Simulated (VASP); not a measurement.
# Ag2Te9Pd14 (I4/m) in VASP: electric field gradients with PBE

Aim: the electric field gradients of Ag2Te9Pd14 with PBE.

Program: VASP 6.6.1. These are calculated values, not measurements. Logs are shortened: lines on timing, memory, paths and dates and some standing lists are left out, and cuts for length are marked.

## Step 1: The cell of the first run

It takes space group I4/m (No. 87, tetragonal). Conventional cell: a = 8.960 Å, b = 8.960 Å, c = 11.822 Å, α = 90.00°, β = 90.00°, γ = 90.00°. Within 3.8 Å of Ag (site symmetry 4) lie 8 Pd at 2.89 to 3.04 Å and 5 Te at 3.06 to 3.64 Å. Within 3.5 Å of Te (site symmetry 4/m) lie 8 Pd at 2.65 Å. Within 3.5 Å of Te (site symmetry 1) lie 6 Pd at 2.68 to 2.80 Å and 1 Ag at 3.06 Å and 2 Te at 3.46 to 3.50 Å. Pd (site symmetry 1) has 4 Te at 2.65 to 2.72 Å and 1 Ag at 2.89 Å and 5 Pd at 2.94 to 3.27 Å within 3.5 Å. Within 3.6 Å of Pd (site symmetry m) lie 4 Te at 2.72 to 2.80 Å and 5 Pd at 2.77 to 3.07 Å and 2 Ag at 3.04 Å. Within 3.5 Å of Pd (site symmetry 2/m) lie 4 Te at 2.68 Å and 6 Pd at 2.77 to 3.06 Å.

## Step 2: Electric field gradients, PBE

Contents of INCAR:

```
  PREC = Accurate
  ENCUT = 400
  EDIFF = 1E-8
  ISMEAR = -1
  SIGMA = 0.05
  LREAL = F
  LASPH = T
  NELM = 120
  ALGO = Normal
  ISIF = 2
  LWAVE = F
  LCHARG = F
  GGA = PE
  LEFG = T
  NBANDS = 126
  GGA_COMPAT = F
  KPAR = 4
```

Contents of KPOINTS:

```
regular mesh
0
Gamma
  5 5 5
```

Contents of POSCAR:

```
Ag2Te9Pd14
1.0
   -4.4799500000      4.4799500000      5.9110000000
    4.4799500000     -4.4799500000      5.9110000000
    4.4799500000      4.4799500000     -5.9110000000
Ag Te Pd
2 9 14
Direct
    0.6919000000      0.6919000000      0.0000000000
    0.3081000000      0.3081000000      0.0000000000
    0.0000000000      0.0000000000      0.0000000000
    0.3360000000      0.7742000000      0.8142000000
    0.7742000000      0.9600000000      0.4382000000
    0.9600000000      0.5218000000      0.1858000000
    0.5218000000      0.3360000000      0.5618000000
    0.6640000000      0.2258000000      0.1858000000
    0.2258000000      0.0400000000      0.5618000000
    0.0400000000      0.4782000000      0.8142000000
    0.4782000000      0.6640000000      0.4382000000
    0.6406000000      0.9334000000      0.8508000000
    0.9334000000      0.0826000000      0.2928000000
    0.0826000000      0.7898000000      0.1492000000
    0.7898000000      0.6406000000      0.7072000000
    0.3594000000      0.0666000000      0.1492000000
    0.0666000000      0.9174000000      0.7072000000
    0.9174000000      0.2102000000      0.8508000000
    0.2102000000      0.3594000000      0.2928000000
    0.4068000000      0.7051000000      0.1119000000
    0.7051000000      0.5932000000      0.2983000000
    0.5932000000      0.2949000000      0.8881000000
    0.2949000000      0.4068000000      0.7017000000
    0.0000000000      0.5000000000      0.5000000000
    0.5000000000      0.0000000000      0.5000000000
```

Potentials or basis: VASP PAW PBE potentials, release 64 (Ag, Te, Pd).

Started as:

```console
$ cat potpaw_PBE.64/Ag/POTCAR potpaw_PBE.64/Te/POTCAR potpaw_PBE.64/Pd/POTCAR > POTCAR
$ mpirun -np 4 vasp_std > vasp.out
```

OUTCAR:

```text
PREC = Accurate
   ENCUT = 400
   EDIFF = 1E-8
   ISMEAR = -1
   LREAL = F
   LASPH = T
   NELM = 120
   ISIF = 2
   GGA = PE

 ion  position               nearest neighbor table
   1  0.692  0.692  0.000-  12 2.89  14 2.89  15 2.89  13 2.89  21 3.04  20 3.04  22 3.04  23 3.04
                             5 3.06   7 3.06   4 3.06   6 3.06   3 3.64
   2  0.308  0.308  0.000-  16 2.89  18 2.89  19 2.89  17 2.89  23 3.04  22 3.04  20 3.04  21 3.04
                             9 3.06  11 3.06   8 3.06  10 3.06   3 3.64
   3  0.000  0.000  0.000-  13 2.65  14 2.65  15 2.65  17 2.65  18 2.65  19 2.65  16 2.65  12 2.65
                             1 3.64   2 3.64
   4  0.336  0.774  0.814-  24 2.68  12 2.70  17 2.70  20 2.72  16 2.72  23 2.80   1 3.06   8 3.46
                            10 3.50
   5  0.774  0.960  0.438-  25 2.68  13 2.70  18 2.70  21 2.72  17 2.72  20 2.80   1 3.06   9 3.46
                            11 3.50
   6  0.960  0.522  0.186-  24 2.68  14 2.70  19 2.70  22 2.72  18 2.72  21 2.80   1 3.06  10 3.46
                             8 3.50
   7  0.522  0.336  0.562-  25 2.68  15 2.70  16 2.70  23 2.72  19 2.72  22 2.80   1 3.06  11 3.46
                             9 3.50
   8  0.664  0.226  0.186-  24 2.68  16 2.70  13 2.70  22 2.72  12 2.72  21 2.80   2 3.06   4 3.46
                             6 3.50
   9  0.226  0.040  0.562-  25 2.68  17 2.70  14 2.70  23 2.72  13 2.72  22 2.80   2 3.06   5 3.46
                             7 3.50
  10  0.040  0.478  0.814-  24 2.68  18 2.70  15 2.70  20 2.72  14 2.72  23 2.80   2 3.06   6 3.46
                             4 3.50
  11  0.478  0.664  0.438-  25 2.68  19 2.70  12 2.70  21 2.72  15 2.72  20 2.80   2 3.06   7 3.46
[... 15 lines left out ...]
  19  0.210  0.359  0.293-   3 2.65  11 2.70   6 2.70   7 2.72   2 2.89  16 2.94  18 2.94  24 3.06
                            23 3.07  13 3.27
  20  0.407  0.705  0.112-   4 2.72  10 2.72  25 2.77  11 2.80   5 2.80  23 2.85  21 2.85   2 3.04
                             1 3.04  16 3.07  14 3.07
  21  0.705  0.593  0.298-   5 2.72  11 2.72  24 2.77   6 2.80   8 2.80  22 2.85  20 2.85   1 3.04
                             2 3.04  17 3.07  15 3.07
  22  0.593  0.295  0.888-   6 2.72   8 2.72  25 2.77   9 2.80   7 2.80  21 2.85  23 2.85   2 3.04
                             1 3.04  18 3.07  12 3.07
  23  0.295  0.407  0.702-   9 2.72   7 2.72  24 2.77  10 2.80   4 2.80  20 2.85  22 2.85   2 3.04
                             1 3.04  13 3.07  19 3.07
  24  0.000  0.500  0.500-   4 2.68   8 2.68   6 2.68  10 2.68  21 2.77  23 2.77  17 3.06  19 3.06
                            13 3.06  15 3.06
  25  0.500  0.000  0.500-   5 2.68   7 2.68   9 2.68  11 2.68  20 2.77  22 2.77  16 3.06  18 3.06
                            12 3.06  14 3.06

  LATTYP: Found a body centered tetragonal cell.
 ALAT       =     8.9599000000
 C/A-ratio  =     1.3194343687

  Lattice vectors:

 A1 = (  -4.4799500000,   4.4799500000,   5.9110000000)
 A2 = (   4.4799500000,  -4.4799500000,   5.9110000000)
 A3 = (   4.4799500000,   4.4799500000,  -5.9110000000)

Analysis of symmetry for initial positions (statically):
=====================================================================
 Subroutine PRICEL returns:
 Original cell was already a primitive cell.

 Routine SETGRP: Setting up the symmetry group for a
 body centered tetragonal supercell.

 Subroutine GETGRP returns: Found  8 space group operations
 (whereof  8 operations were pure point group operations)
 out of a pool of 16 trial point group operations.

The static configuration has the point symmetry C_4h.

Analysis of symmetry for dynamics (positions and initial velocities):
=====================================================================
 Subroutine PRICEL returns:
 Original cell was already a primitive cell.

 Routine SETGRP: Setting up the symmetry group for a
 body centered tetragonal supercell.

 Subroutine GETGRP returns: Found  8 space group operations
 (whereof  8 operations were pure point group operations)
 out of a pool of 16 trial point group operations.

The dynamic configuration has the point symmetry C_4h.

 Subroutine INISYM returns: Found  8 space group operations
 (whereof  8 operations are pure point group operations),
 and found     1 'primitive' translations

----------------------------------------------------------------------------------------

                                     Primitive cell

  volume of cell :     474.5339

  direct lattice vectors                    reciprocal lattice vectors
    -4.479950000  4.479950000  5.911000000     0.000000000  0.111608388  0.084588056
     4.479950000 -4.479950000  5.911000000     0.111608388  0.000000000  0.084588056
[... 124 lines left out ...]
   LASPH  =      T    aspherical Exc in radial PAW
   ENCUT  =  400.0 eV  29.40 Ry    5.42 a.u.  14.13 14.13 14.13*2*pi/ulx,y,z
   NELM   =    120;   NELMIN=  2; NELMDL= -5     # of ELM steps
   EDIFF  = 0.1E-07   stopping-criterion for ELM
   LREAL  =      F    real-space projection
   EDIFFG = 0.1E-06   stopping-criterion for IOM
   NSW    =      0    number of steps for IOM
   IBRION =     -1    ionic relax: 0-MD 1-quasi-New 2-CG
   NFREE  =      0    steps in history (QN), initial steepest desc. (CG)
   ISIF   =      2    stress and relaxation
   ISYM   =      2    0-nonsym 1-usesym 2-fastsym
   POTIM  = 0.5000    time-step for ionic-motion
   TEBEG  =    0.0;   TEEND  =   0.0 temperature during run
   PSTRESS=    0.0 pullay stress
   NELECT =     216.0000    total number of electrons
   NUPDOWN=      -1.0000    fix difference up-down
   EMIN   =  10.00;   EMAX   =-10.00  energy-range for DOS
   EFERMI =   0.00;   METHOD = LEGACY
   ISMEAR =    -1;   SIGMA  =   0.05  broadening in eV -4-tet -1-fermi 0-gaus
   EFERMI_NEDOS =   21; number of points for ismear=-14 and -15
   IALGO  =     38    algorithm
   IMIX   =      4    mixing-type and parameters
     AMIX     =   0.40;   BMIX     =  1.00
     AMIX_MAG =   1.60;   BMIX_MAG =  1.00
  volume/ion in A,a.u.               =      18.98       128.09
  Fermi-wavevector in a.u.,A,eV,Ry     =   1.259323  2.379775 21.577389  1.585893
  Thomas-Fermi vector in A             =   2.392888
   LORBIT       =      0    0 simple, 1 ext, 2 COOP (PROOUT), +10 PAW based schemes
   GGA     = PE    functional components
   LHFCALC =     F    Hartree Fock is set to
   AEXX    =    0.0000 exact exchange contribution
   IVDW    =     0    specifies the selected vdW correction
   LEPSILON=     F    determine dielectric tensor
   LRPA    =     F    only Hartree local field effects (RPA)
 non-spin polarized calculation
  energy-cutoff  :      400.00
  volume of cell :      474.53
 maximum number of plane-waves:      8663
 NGX is ok and might be reduce to    60
   NGX = 29   NGY = 29   NGZ = 29

 number of electron     215.9999972 magnetization

 Free energy of the ion-electron system (eV)
  ---------------------------------------------------
  ext. energy  EPLUGINS =         0.00000000
  ---------------------------------------------------
  free energy    TOTEN  =      -114.27486950 eV

  energy without entropy =     -114.19118959  energy(sigma->0) =     -114.23302954

 E-fermi :   9.6061     XC(G=0): -11.6949

 val. band max:        9.6006054043   @ k =  -0.2000   0.4000   0.0000
 cond. band min:       9.6065290827   @ k =  -0.2000   0.4000   0.2000
 fundamental gap:      0.0059236783
 Fermi energy:         9.6060511019

 k-point     1 :       0.0000    0.0000    0.0000
  band No.  band energies     occupation
      1      -3.9153      2.00000
      2      -3.0550      2.00000
      3      -2.6995      2.00000
      4      -2.5695      2.00000
      5      -2.5695      2.00000
      6      -2.4847      2.00000
[... 2572 lines left out ...]
    119      11.9761      0.00000
    120      12.6130      0.00000
 [bands above 120 left out]

------------------------ aborting loop because EDIFF is reached ----------------------------------------

  FORCE on cell =-STRESS in cart. coord.  units (eV):
  Direction    XX          YY          ZZ          XY          YZ          ZX
  --------------------------------------------------------------------------------------
  -------------------------------------------------------------------------------------
  Total       14.7632724     14.7632724     13.4508849      0.0000003      0.0000000     -0.0000000
  in kB       49.8454972     49.8454972     45.4144599      0.0000010      0.0000000     -0.0000000
  external PRESSURE =      48.3684847 kB  Pullay stress =       0.0000000 kB

 VOLUME and BASIS-vectors are now :
 -----------------------------------------------------------------------------
  energy-cutoff  :      400.00
  volume of cell :      474.53
      direct lattice vectors                 reciprocal lattice vectors
    -4.479950000  4.479950000  5.911000000     0.000000000  0.111608388  0.084588056
     4.479950000 -4.479950000  5.911000000     0.111608388  0.000000000  0.084588056
     4.479950000  4.479950000 -5.911000000     0.111608388  0.111608388  0.000000000

 POSITION                                       TOTAL-FORCE (eV/Angst)
 -----------------------------------------------------------------------------------
      0.00000      0.00000      8.17964        -0.000000     -0.000000     -0.223689
      0.00000      0.00000      3.64236        -0.000000     -0.000000      0.223689
      0.00000      0.00000      0.00000        -0.000000     -0.000000      0.000000
      5.61069      1.68446      1.74966        -0.055765      0.154352      0.026282
      2.79549      1.13074      7.66066        -0.154352     -0.055765      0.026282
     -1.13074      2.79549      7.66066         0.055765     -0.154352      0.026282
[... 17 lines left out ...]
      4.47995      0.00000      0.00000        -0.000000     -0.000000      0.000000
      0.00000      4.47995      0.00000        -0.000000     -0.000000      0.000000
 -----------------------------------------------------------------------------------
    total drift:                               -0.000000      0.000000     -0.000000

  FREE ENERGIE OF THE ION-ELECTRON SYSTEM (eV)
  ---------------------------------------------------
  free  energy   TOTEN  =      -114.2748694960 eV

  energy  without entropy=     -114.1911895861  energy(sigma->0) =     -114.23302954

 Electric field gradients (V/A^2)
---------------------------------------------------------------------
 ion       V_xx      V_yy      V_zz      V_xy      V_xz      V_yz
---------------------------------------------------------------------
   1      22.211    22.212   -44.423     0.003     0.002     0.002
   2      22.211    22.212   -44.423     0.003     0.002     0.002
   3      23.973    23.973   -47.945     0.000     0.000     0.000
   4      24.033     3.296   -27.329   -32.789    68.762    -7.034
   5       3.295    24.033   -27.329    32.789     7.034    68.762
   6      24.033     3.296   -27.329   -32.789   -68.762     7.034
[... 17 lines left out ...]
  24       4.140   -52.479    48.339    20.434     0.002     0.002
  25     -52.479     4.140    48.340   -20.429     0.002     0.002
---------------------------------------------------------------------

 Electric field gradients after diagonalization (V/A^2)
 (convention: |V_zz| > |V_xx| > |V_yy|)
----------------------------------------------------------------------
 ion       V_xx      V_yy      V_zz     asymmetry (V_yy - V_xx)/ V_zz
----------------------------------------------------------------------
   1      22.214    22.209   -44.423       0.000
   2      22.214    22.209   -44.423       0.000
   3      23.973    23.972   -47.945       0.000
   4     -77.298    -6.509    83.806       0.845
   5     -77.298    -6.509    83.807       0.845
   6     -77.297    -6.509    83.806       0.845
[... 17 lines left out ...]
  24      48.339    10.744   -59.083       0.636
  25      48.340    10.741   -59.081       0.636
----------------------------------------------------------------------

           NMR quadrupolar parameters

 Cq : quadrupolar parameter    Cq=e*Q*V_zz/h
 eta: asymmetry parameters     (V_yy - V_xx)/ V_zz
 Q  : nuclear electric quadrupole moment in mb (millibarn)
----------------------------------------------------------------------
 ion       Cq(MHz)       eta       Q (mb)
----------------------------------------------------------------------
   1      -0.107       0.000       1.000
   2      -0.107       0.000       1.000
   3      -0.116       0.000       1.000
   4       0.203       0.845       1.000
   5       0.203       0.845       1.000
   6       0.203       0.845       1.000
[... 17 lines left out ...]
  24      -0.143       0.636       1.000
  25      -0.143       0.636       1.000
----------------------------------------------------------------------
```

Run time: 8.6 min. Hardware: 4 MPI ranks of AMD EPYC 7R43 (Zen 3), shared host; peak memory 0.87 GiB.

Results:

| Item | Value |
| --- | --- |
| Free energy | -114.2749 eV |
| Pressure | 4.8 GPa |
| Largest force | 0.224 eV/Å |
| Band gap on the k mesh | zero (bands 108 and 109 overlap by 0.25 eV) |
| Largest electric field gradient by atom | Ag -44.4; Te -47.9, +83.8 (each value once); Pd -17.0, -40.0, -59.1 (each value once) V/Å² |

Forces in eV/Å, atoms in the order of the input:
```
Ag   0.000  0.000 -0.224
Ag   0.000  0.000  0.224
Te   0.000  0.000  0.000
Te  -0.056  0.154  0.026
Te  -0.154 -0.056  0.026
Te   0.056 -0.154  0.026
Te   0.154  0.056  0.026
Te   0.056 -0.154 -0.026
Te   0.154  0.056 -0.026
Te  -0.056  0.154 -0.026
Te  -0.154 -0.056 -0.026
Pd   0.089 -0.146 -0.001
Pd   0.146  0.089 -0.001
Pd  -0.089  0.146 -0.001
Pd  -0.146 -0.089 -0.001
Pd  -0.089  0.146  0.001
Pd  -0.146 -0.089  0.001
Pd   0.089 -0.146  0.001
Pd   0.146  0.089  0.001
Pd  -0.091 -0.051  0.000
Pd   0.051 -0.091  0.000
Pd   0.091  0.051  0.000
Pd  -0.051  0.091  0.000
Pd   0.000  0.000  0.000
Pd   0.000  0.000  0.000
```

Stress tensor (GPa, compression positive):
```
4.98 0.00 0.00
0.00 4.98 0.00
0.00 0.00 4.54
```

Electric field gradients, principal values (V/Å²):
| atom | least | middle | greatest (by size) |
| --- | --- | --- | --- |
| 1 Ag | 22.209 | 22.214 | -44.423 |
| 2 Ag | 22.209 | 22.214 | -44.423 |
| 3 Te | 23.972 | 23.973 | -47.945 |
| 4 Te | -6.509 | -77.298 | 83.806 |
| 5 Te | -6.509 | -77.298 | 83.807 |
| 6 Te | -6.509 | -77.297 | 83.806 |
| 7 Te | -6.509 | -77.297 | 83.806 |
| 8 Te | -6.509 | -77.298 | 83.806 |
| 9 Te | -6.509 | -77.298 | 83.807 |
| 10 Te | -6.509 | -77.297 | 83.806 |
| 11 Te | -6.509 | -77.297 | 83.806 |
| 12 Pd | 4.749 | 12.256 | -17.006 |
| 13 Pd | 4.749 | 12.251 | -17.001 |
| 14 Pd | 4.752 | 12.251 | -17.004 |
| 15 Pd | 4.753 | 12.252 | -17.004 |
| 16 Pd | 4.749 | 12.256 | -17.006 |
| 17 Pd | 4.749 | 12.251 | -17.001 |
| 18 Pd | 4.752 | 12.251 | -17.004 |
| 19 Pd | 4.753 | 12.252 | -17.004 |
| 20 Pd | 1.580 | 38.403 | -39.983 |
| 21 Pd | 1.580 | 38.403 | -39.983 |
| 22 Pd | 1.580 | 38.403 | -39.983 |
| 23 Pd | 1.580 | 38.403 | -39.983 |
| 24 Pd | 10.744 | 48.339 | -59.083 |
| 25 Pd | 10.741 | 48.340 | -59.081 |

Caveat: the cell stands under pressure; without QUAD_EFG the Cq values of the log hold for a quadrupole moment of 1 mb, not for the nuclei; spin-orbit coupling is left out, which moves the levels of the heavy elements.
